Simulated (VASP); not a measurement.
Write the native input for VASP 6.6.1 that does the following.

- Task: single point
- Functional: PBE
- Potentials or basis: VASP PAW PBE potentials, release 64 (Sr_sv, Ti_sv, O)
- Cutoff: 520 eV
- k mesh: 8 × 8 × 8
- Occupations: gaussian, width 0.02 eV
- Spin: no spin polarisation
- Hubbard terms: Ti d U = 4.0 eV
- Dipole correction: no
- Further INCAR settings: ALGO = Normal; EDIFF = 1e-06; NBANDS = 28

The structure of SrTiO3 lies in POSCAR:

```
SrTiO3
1.0
    4.1247506611      0.0000000000      0.0000000000
    0.0000000000      4.1247506611      0.0000000000
    0.0000000000      0.0000000000      3.8405573141
Sr Ti O
1 1 3
Direct
    0.0000000000      0.0000000000      0.0000000000
    0.5000000000      0.5000000000      0.5000000000
    0.5000000000      0.0000000000      0.5000000000
    0.5000000000      0.5000000000      0.0000000000
    0.0000000000      0.5000000000      0.5000000000
```

This cell differs from its parent crystal: biaxial strain in the a-b plane: +4.5 %.

The input as run:

INCAR

```
SYSTEM = SrTiO3
  ALGO = Normal
  EDIFF = 1E-6
  ENCUT = 520
  GGA = PE
  ISIF = 2
  ISMEAR = 0
  LASPH = .TRUE.
  LCHARG = .FALSE.
  LDAU = .TRUE.
  LDAUJ = 0 0 0
  LDAUL = -1 2 -1
  LDAUPRINT = 1
  LDAUTYPE = 2
  LDAUU = 0 4 0
  LMAXMIX = 4
  LREAL = .FALSE.
  LWAVE = .FALSE.
  NBANDS = 28
  NELM = 150
  PREC = Accurate
  SIGMA = 0.02
```

KPOINTS

```
k-points
0
G
  8 8 8
  0 0 0
```

Potentials or basis: VASP PAW PBE potentials, release 64 (Sr_sv, Ti_sv, O).

The run is started by

```sh
$ cat potpaw_PBE.64/Sr_sv/POTCAR potpaw_PBE.64/Ti_sv/POTCAR potpaw_PBE.64/O/POTCAR > POTCAR
$ mpirun -np 1 vasp_std > vasp.out
```

Results of the run:

The pressure is -5.6 GPa. The band gap on the k mesh is 2.11 eV (least direct gap 2.54 eV).

Caveat: the cell differs from its parent crystal (biaxial strain in the a-b plane: +4.5 %); the stress differs along the axes, from -10 to 4 GPa.

Run time: 74 s on 1 thread of AMD EPYC 9R45 96-Core Processor (Zen 5), on a shared host, peak memory 0.25 GiB.
